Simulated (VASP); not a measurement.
# Be (P6/mmm) in VASP: further runs

The runs below take Be through single point, with PBE.

All numbers are computed with VASP 6.6.1; they aren't measurements. Logs are shortened: lines on timing, memory, paths and dates and some standing lists are left out, and cuts for length are marked.

### 1 The cell of the first run

Symmetry: P6/mmm, No. 191, hexagonal system. Conventional cell: a = 2.839 Å, b = 2.839 Å, c = 1.693 Å, α = 90.00°, β = 90.00°, γ = 120.00°. Be (site symmetry 6/mmm) has 14 Be at 1.69 to 1.84 Å within 2.3 Å. Within 2.2 Å of Be (site symmetry -6m2) lie 11 Be at 1.64 to 1.84 Å.

### 2 Single point, PBE

Contents of INCAR:

```
PREC     = Accurate       # precision mode
ENCUT    = 520            # plane-wave cutoff, eV
EDIFF    = 1E-6           # SCF threshold, eV
ISMEAR   = -1             # smearing method
SIGMA    = 0.1            # smearing width, eV
LREAL    = False          # projectors in reciprocal space
LASPH    = True           # aspherical terms in the spheres
NELM     = 60             # most SCF steps
ALGO     = Normal         # electronic algorithm
ISIF     = 2              # what is computed and relaxed
LWAVE    = False          # write WAVECAR
LCHARG   = False          # write CHGCAR
GGA      = PE             # functional
NBANDS   = 10             # bands
```

Contents of KPOINTS:

```
regular mesh
0
Gamma
  13 13 18
```

Contents of POSCAR:

```
Be
1.0
    2.8391776691      0.0000000000      0.0000000000
   -1.4195888345      2.4587999873      0.0000000000
    0.0000000000      0.0000000000      1.6931819093
Be
3
Direct
    0.0000000000      0.0000000000      0.0000000000
    0.3333333333      0.6666666667      0.5000000000
    0.6666666667      0.3333333333      0.5000000000
```

Potentials or basis: VASP PAW PBE potentials, release 64 (Be).

Started as:

```
$ cat potpaw_PBE.64/Be/POTCAR > POTCAR
$ mpirun -np 1 vasp_std > vasp.out
```

OUTCAR:

```text
PREC = Accurate
   ENCUT = 520
   EDIFF = 1E-6
   ISMEAR = -1
   LREAL = False
   LASPH = True
   NELM = 60
   ISIF = 2
   GGA = PE

 ion  position               nearest neighbor table
   1  0.000  0.000  0.000-   2 1.84   3 1.84   2 1.84   3 1.84   2 1.84   2 1.84   3 1.84   3 1.84
                             3 1.84   3 1.84   2 1.84   2 1.84
   2  0.333  0.667  0.500-   3 1.64   3 1.64   3 1.64   1 1.84   1 1.84   1 1.84   1 1.84   1 1.84
                             1 1.84   3 2.36   3 2.36   3 2.36   3 2.36   3 2.36   3 2.36
   3  0.667  0.333  0.500-   2 1.64   2 1.64   2 1.64   1 1.84   1 1.84   1 1.84   1 1.84   1 1.84
                             1 1.84   2 2.36   2 2.36   2 2.36   2 2.36   2 2.36   2 2.36

  LATTYP: Found a hexagonal cell.
 ALAT       =     2.8391776691
 C/A-ratio  =     0.5963634921

  Lattice vectors:

 A1 = (   2.8391776691,   0.0000000000,   0.0000000000)
 A2 = (  -1.4195888345,   2.4587999873,   0.0000000000)
 A3 = (   0.0000000000,   0.0000000000,   1.6931819093)

Analysis of symmetry for initial positions (statically):
=====================================================================
 Subroutine PRICEL returns:
 Original cell was already a primitive cell.

 Routine SETGRP: Setting up the symmetry group for a
 hexagonal supercell.

 Subroutine GETGRP returns: Found 24 space group operations
 (whereof 24 operations were pure point group operations)
 out of a pool of 24 trial point group operations.

The static configuration has the point symmetry D_6h.

Analysis of symmetry for dynamics (positions and initial velocities):
=====================================================================
 Subroutine PRICEL returns:
 Original cell was already a primitive cell.

 Routine SETGRP: Setting up the symmetry group for a
 hexagonal supercell.

 Subroutine GETGRP returns: Found 24 space group operations
 (whereof 24 operations were pure point group operations)
 out of a pool of 24 trial point group operations.

The dynamic configuration has the point symmetry D_6h.

 Subroutine INISYM returns: Found 24 space group operations
 (whereof 24 operations are pure point group operations),
 and found     1 'primitive' translations

----------------------------------------------------------------------------------------

                                     Primitive cell

  volume of cell :      11.8201

  direct lattice vectors                    reciprocal lattice vectors
     2.839177669  0.000000000  0.000000000     0.352214661  0.203351229  0.000000000
    -1.419588835  2.458799987  0.000000000     0.000000000  0.406702459  0.000000000
     0.000000000  0.000000000  1.693181909     0.000000000  0.000000000  0.590603995

  length of vectors
     2.839177669  2.839177669  1.693181909     0.406702459  0.406702459  0.590603995

  position of ions in fractional coordinates (direct lattice)
     0.000000000  0.000000000  0.000000000
     0.333333333  0.666666667  0.500000000
     0.666666667  0.333333333  0.500000000

  ion indices of the primitive-cell ions
   primitive index   ion index
                 1           1
                 2           2
                 3           3

----------------------------------------------------------------------------------------

 KPOINTS: regular mesh

Automatic generation of k-mesh.
 Grid dimensions read from file:
 generate k-points for:   13   13   18

 Generating k-lattice:

  Cartesian coordinates                     Fractional coordinates (reciprocal lattice)
     0.027093435  0.015642402  0.000000000     0.076923077  0.000000000  0.000000000
     0.000000000  0.031284805  0.000000000     0.000000000  0.076923077  0.000000000
     0.000000000  0.000000000  0.032811333     0.000000000  0.000000000  0.055555556

  Length of vectors
     0.031284805  0.031284805  0.032811333

  Shift w.r.t. Gamma in fractional coordinates (k-lattice)
     0.000000000  0.000000000  0.000000000

 Subroutine IBZKPT returns following result:
 ===========================================

 Found    210 irreducible k-points:

 Following reciprocal coordinates:
            Coordinates               Weight
  0.000000  0.000000  0.000000      1.000000
  0.076923  0.000000  0.000000      6.000000
  0.153846  0.000000  0.000000      6.000000
  0.230769  0.000000  0.000000      6.000000
  0.307692  0.000000  0.000000      6.000000
  0.384615 -0.000000  0.000000      6.000000
[... 16 lines left out ...]
  0.076923  0.000000  0.055556     12.000000
  0.153846  0.000000  0.055556     12.000000
 [... further k-points ...]
   k-points           NKPTS =    210   k-points in BZ     NKDIM =    210   number of bands    NBANDS=     10
   number of dos      NEDOS =    301   number of ions     NIONS =      3
   total plane-waves  NPLWV =   8064
   dimension x,y,z NGX =    24 NGY =   24 NGZ =   14
   dimension x,y,z NGXF=    48 NGYF=   48 NGZF=   28
   ions per type =               3
   NGX,Y,Z   is equivalent  to a cutoff of  14.05, 14.05, 13.75 a.u.
   NGXF,Y,Z  is equivalent  to a cutoff of  28.11, 28.11, 27.49 a.u.
 SYSTEM =  unknown system
   PREC   = accura    normal or accurate (medium, high low for compatibility)
   ISTART =      0    job   : 0-new  1-cont  2-samecut
   ICHARG =      2    charge: 1-file 2-atom 10-const
   ISPIN  =      1    spin polarized calculation?
   LNONCOLLINEAR =      F non collinear calculations
   LSORBIT =      F    spin-orbit coupling
   LASPH  =      T    aspherical Exc in radial PAW
   ENCUT  =  520.0 eV  38.22 Ry    6.18 a.u.   5.28  5.28  3.15*2*pi/ulx,y,z
   NELM   =     60;   NELMIN=  2; NELMDL= -5     # of ELM steps
   EDIFF  = 0.1E-05   stopping-criterion for ELM
   LREAL  =      F    real-space projection
   EDIFFG = 0.1E-04   stopping-criterion for IOM
   NSW    =      0    number of steps for IOM
   IBRION =     -1    ionic relax: 0-MD 1-quasi-New 2-CG
   NFREE  =      0    steps in history (QN), initial steepest desc. (CG)
   ISIF   =      2    stress and relaxation
   ISYM   =      2    0-nonsym 1-usesym 2-fastsym
   POTIM  = 0.5000    time-step for ionic-motion
   TEBEG  =    0.0;   TEEND  =   0.0 temperature during run
   PSTRESS=    0.0 pullay stress
   NELECT =       6.0000    total number of electrons
   NUPDOWN=      -1.0000    fix difference up-down
   EMIN   =  10.00;   EMAX   =-10.00  energy-range for DOS
   EFERMI =   0.00;   METHOD = LEGACY
   ISMEAR =    -1;   SIGMA  =   0.10  broadening in eV -4-tet -1-fermi 0-gaus
   EFERMI_NEDOS =   21; number of points for ismear=-14 and -15
   IALGO  =     38    algorithm
   IMIX   =      4    mixing-type and parameters
     AMIX     =   0.40;   BMIX     =  1.00
     AMIX_MAG =   1.60;   BMIX_MAG =  1.00
  volume/ion in A,a.u.               =       3.94        26.59
  Fermi-wavevector in a.u.,A,eV,Ry     =   1.305927  2.467844 23.203980  1.705444
  Thomas-Fermi vector in A             =   2.436763
   LORBIT       =      0    0 simple, 1 ext, 2 COOP (PROOUT), +10 PAW based schemes
   GGA     = PE    functional components
[... 5 lines left out ...]
 non-spin polarized calculation
  energy-cutoff  :      520.00
  volume of cell :       11.82
 maximum number of plane-waves:       334
 NGX is ok and might be reduce to    24
   NGX = 11   NGY = 11   NGZ =  7

 number of electron       6.0000000 magnetization

 Free energy of the ion-electron system (eV)
  ---------------------------------------------------
  ext. energy  EPLUGINS =         0.00000000
  ---------------------------------------------------
  free energy    TOTEN  =        -4.59336884 eV

  energy without entropy =       -4.58696129  energy(sigma->0) =       -4.59016506

 E-fermi :  15.6420     XC(G=0): -13.1509

 val. band max:       15.5868709476   @ k =   0.0000   0.0000   0.2778
 cond. band min:      15.7568105470   @ k =   0.4615   0.0769   0.3889
 fundamental gap:      0.1699395994
 Fermi energy:        15.6420484911

 k-point     1 :       0.0000    0.0000    0.0000
  band No.  band energies     occupation
      1      -0.7109      2.00000
      2      12.5335      2.00000
      3      12.5335      2.00000
      4      12.8335      2.00000
      5      12.8335      2.00000
      6      27.5019      0.00000
      7      28.8003      0.00000
      8      35.0423      0.00000
      9      48.7840      0.00000
     10      48.7840      0.00000

 k-point     2 :       0.0769    0.0000    0.0000
  band No.  band energies     occupation
      1      -0.6373      2.00000
      2      10.7941      2.00000
      3      10.9479      2.00000
      4      14.5003      1.99998
      5      14.7034      1.99983
      6      27.7976      0.00000
      7      28.9841      0.00000
      8      35.1776      0.00000
      9      47.9379      0.00000
     10      48.2485      0.00000

 k-point     3 :       0.1538    0.0000    0.0000
  band No.  band energies     occupation
      1      -0.4155      2.00000
      2       8.9581      2.00000
      3       9.5076      2.00000
      4      16.0816      0.02437
      5      16.9960      0.00000
      6      28.6702      0.00000
      7      29.5739      0.00000
      8      35.5825      0.00000
      9      46.0096      0.00000
     10      46.5005      0.00000

 k-point     4 :       0.2308    0.0000    0.0000
  band No.  band energies     occupation
      1      -0.0426      2.00000
      2       7.2368      2.00000
      3       8.3527      2.00000
      4      17.3056      0.00000
      5      19.5683      0.00000
      6      29.8945      0.00000
      7      30.8117      0.00000
      8      36.2543      0.00000
      9      43.5716      0.00000
     10      43.6470      0.00000

 k-point     5 :       0.3077    0.0000    0.0000
  band No.  band energies     occupation
      1       0.4859      2.00000
      2       5.6710      2.00000
      3       7.4857      2.00000
      4      18.1334      0.00000
      5      22.4126      0.00000
      6      31.1820      0.00000
      7      32.8812      0.00000
      8      37.1877      0.00000
      9      39.9745      0.00000
     10      41.1704      0.00000

 k-point     6 :       0.3846   -0.0000    0.0000
  band No.  band energies     occupation
      1       1.1756      2.00000
      2       4.2794      2.00000
      3       6.9073      2.00000
      4      18.6197      0.00000
      5      25.5188      0.00000
      6      32.6779      0.00000
      7      35.3086      0.00000
      8      36.1858      0.00000
      9      38.3739      0.00000
     10      38.7621      0.00000
[... 183 lines left out ...]
 k-point    21 :       0.3077    0.3077    0.0000
  band No.  band energies     occupation
      1       2.8873      2.00000
      2       3.7846      2.00000
      3       3.9031      2.00000
      4      24.8126      0.00000
      5      24.9892      0.00000
      6      27.6395      0.00000
      7      38.3666      0.00000
      8      38.6778      0.00000
      9      40.0690      0.00000
     10      41.2963      0.00000

 k-point    22 :       0.0000    0.0000    0.0556
  band No.  band energies     occupation
      1      -0.6298      2.00000
      2      12.6868      2.00000
      3      12.6868      2.00000
      4      12.9924      2.00000
      5      12.9924      2.00000
      6      26.4470      0.00000
      7      28.5321      0.00000
      8      35.4296      0.00000
      9      48.5689      0.00000
     10      48.5722      0.00000

 k-point    23 :       0.0769    0.0000    0.0556
  band No.  band energies     occupation
      1      -0.5557      2.00000
      2      10.9458      2.00000
      3      11.1043      2.00000
      4      14.6473      1.99990
      5      14.8589      1.99921
      6      26.7542      0.00000
      7      28.7133      0.00000
      8      35.5384      0.00000
      9      47.7497      0.00000
     10      48.0546      0.00000

 k-point    24 :       0.1538    0.0000    0.0556
  band No.  band energies     occupation
      1      -0.3325      2.00000
      2       9.1006      2.00000
      3       9.6645      2.00000
      4      16.1970      0.00775
      5      17.1503      0.00000
      6      27.6698      0.00000
      7      29.2878      0.00000
      8      35.8573      0.00000
      9      45.9050      0.00000
     10      46.3888      0.00000

 [... further k-points ...]
[... 5 lines left out ...]
  --------------------------------------------------------------------------------------
  -------------------------------------------------------------------------------------
  Total       20.0432070     20.0432070     20.0418695      0.0000000      0.0000000      0.0000000
  in kB     2716.8045905   2716.8045905   2716.6232861      0.0000001      0.0000000      0.0000000
  external PRESSURE =    2716.7441557 kB  Pullay stress =       0.0000000 kB

 VOLUME and BASIS-vectors are now :
 -----------------------------------------------------------------------------
  energy-cutoff  :      520.00
  volume of cell :       11.82
      direct lattice vectors                 reciprocal lattice vectors
     2.839177669  0.000000000  0.000000000     0.352214661  0.203351229  0.000000000
    -1.419588835  2.458799987  0.000000000     0.000000000  0.406702459  0.000000000
     0.000000000  0.000000000  1.693181909     0.000000000  0.000000000  0.590603995

 POSITION                                       TOTAL-FORCE (eV/Angst)
 -----------------------------------------------------------------------------------
      0.00000      0.00000      0.00000        -0.000000     -0.000000     -0.000000
     -0.00000      1.63920      0.84659         0.000000     -0.000000      0.000000
      1.41959      0.81960      0.84659        -0.000000      0.000000     -0.000000
 -----------------------------------------------------------------------------------
    total drift:                               -0.000000      0.000000     -0.000000

  FREE ENERGIE OF THE ION-ELECTRON SYSTEM (eV)
  ---------------------------------------------------
  free  energy   TOTEN  =        -4.5933688378 eV

  energy  without entropy=       -4.5869612893  energy(sigma->0) =       -4.59016506
```

Wall time 6.8 s (1 thread of Intel Xeon 6975P-C (Granite Rapids), shared host); peak memory 0.13 GiB.

What came out:

* Free energy: -4.5934 eV
* Pressure: 271.7 GPa
* Band gap on the k mesh: zero (band 3 reaches 21.95 eV, above the bottom of band 4 at 12.83 eV)

### 3 Single point, PBE

Contents of INCAR:

```
  PREC = Accurate
  ENCUT = 520
  EDIFF = 1E-6
  ISMEAR = -1
  SIGMA = 0.1
  LREAL = False
  LASPH = True
  NELM = 80
  ALGO = Normal
  ISIF = 2
  LWAVE = False
  LCHARG = True
  GGA = PE
  LELF = True
  LVHAR = True
  NBANDS = 10
```

Contents of KPOINTS:

```
Automatic mesh
0
Gamma
  13 13 18
```

Contents of POSCAR:

```
Be
1.0
    2.8384979972      0.0000000000      0.0000000000
   -1.4192489986      2.4582113742      0.0000000000
    0.0000000000      0.0000000000      1.6926593093
Be
3
Direct
    0.0000000000      0.0000000000      0.0000000000
    0.3333333333      0.6666666667      0.5000000000
    0.6666666667      0.3333333333      0.5000000000
```

Potentials or basis: VASP PAW PBE potentials, release 64 (Be).

Started as:

```
$ cat potpaw_PBE.64/Be/POTCAR > POTCAR
$ mpirun -np 1 vasp_std > vasp.out
```

Wall time 7 s (1 thread of Intel Xeon 6975P-C (Granite Rapids), shared host); peak memory 0.13 GiB.

The run converged. Its results:

| Quantity | Value |
| --- | --- |
| Free energy | -4.5776 eV |
| Pressure | 272.3 GPa |
| Band gap on the k mesh | zero (band 3 reaches 21.96 eV, above the bottom of band 4 at 12.84 eV) |

Stress tensor (GPa, compression positive):
```
272.30   0.00   0.00
  0.00 272.30   0.00
  0.00   0.00 272.39
```

Levels at points of the mesh, in eV from the Fermi level:
| k point | band 1 | band 2 | band 3 | band 4 | band 5 | band 6 | band 7 | band 8 |
| --- | --- | --- | --- | --- | --- | --- | --- | --- |
| (0.00, 0.00, 0.00) | -16.36 | -3.11 | -3.11 | -2.81 | -2.81 | 11.87 | 13.17 | 19.42 |
| (0.00, 0.00, 0.50) | -10.51 | -7.59 | 6.31 | 6.31 | 6.52 | 9.38 | 9.38 | 10.60 |
